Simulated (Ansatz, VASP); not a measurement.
# BaS in VASP and in Ansatz

The input POSCAR:

```
BaS
1.0
    0.0000000000      3.2117958745      3.2117958745
    3.3569690480      0.0000000000      3.2117958745
    3.3569690480      3.2117958745      0.0000000000
Ba S
1 1
Direct
    0.0000000000      0.0000000000      0.0000000000
    0.5000000000      0.5000000000      0.5000000000
```

File INCAR.step1:

```
SYSTEM = BaS
ALGO = Normal
EDIFF = 1E-4
ENCUT = 520
GGA = PE
ISMEAR = 0
LASPH = .True.
LCHARG = .False.
LREAL = .False.
LWAVE = .True.
NBANDS = 15
NELM = 100
PREC = Accurate
SIGMA = 0.01
```

Contents of INCAR.step2:

```
SYSTEM = BaS
ALGO = Normal
EDIFF = 1E-6
ENCUT = 520
ISIF = 2
ISMEAR = 0
ISTART = 1
LASPH = .True.
LCHARG = .True.
LELF = .True.
LMIXTAU = .True.
LREAL = .False.
LVHAR = .True.
LWAVE = .False.
METAGGA = R2SCAN
NBANDS = 15
NELM = 100
PREC = Accurate
SIGMA = 0.01
```

KPOINTS

```
k-points
0
Gamma
  8 8 8
  0 0 0
```

Input for Ansatz:

```yaml
crystal:
  lattice:
    - [0.0, 3.2117958745, 3.2117958745]
    - [3.356969048, 0.0, 3.2117958745]
    - [3.356969048, 3.2117958745, 0.0]
  atoms:
    - { symbol: Ba, position: [0.0, 0.0, 0.0] }
    - { symbol: S, position: [0.5, 0.5, 0.5] }
kpoints:
  mp_grid: { grid: [8, 8, 8] }
  band_path:
    path:
      - [0.0, 0.0, 0.0]
      - [0.5, 0.0, 0.5]
      - [0.625, 0.25, 0.625]
      - [0.375, 0.375, 0.75]
      - [0.5, 0.5, 0.5]
      - [0.5, 0.25, 0.75]
    npoints: 1
hamiltonian:
  xc: r2scan
scf:
  occupations: { method: fixed }
  n_extra_bands: 4
output:
  forces: true
  stress: true
  eigenvalues: true
  write_density: true
  write_potential: true
  elf: true
  volumetric_format: npy
```

Change from the starting cell: uniaxial_x strain +4.5%.

Alike in both runs: task single point; functional r2SCAN; k mesh 8 × 8 × 8; no spin polarisation.

|  | VASP | Ansatz |
| --- | --- | --- |
| version | VASP 6.6.1 | Ansatz 0.2.0 |
| potentials or method | VASP PAW PBE potentials, release 64 (Ba_sv, S) | plane waves, PAW |
| plane-wave cutoff (eV) | 520 | 500 |
| occupations | gaussian, width 0.01 eV | fixed |
| valence electrons in the cell | 16 | 16 |

|  | VASP | Ansatz | Ansatz less VASP |
| --- | --- | --- | --- |
| gap on the k mesh at the Fermi level (eV) | 2.51 | 2.59 | +0.082 |
| pressure (GPa) | -1.1 | -1.6 | -0.48 |
| traceless stress, the component that is largest in VASP (GPa) | -1.91 | -1.73 | +0.172 |

VASP's potentials were made for PBE, not for r2SCAN.

Spin-orbit coupling is off throughout.
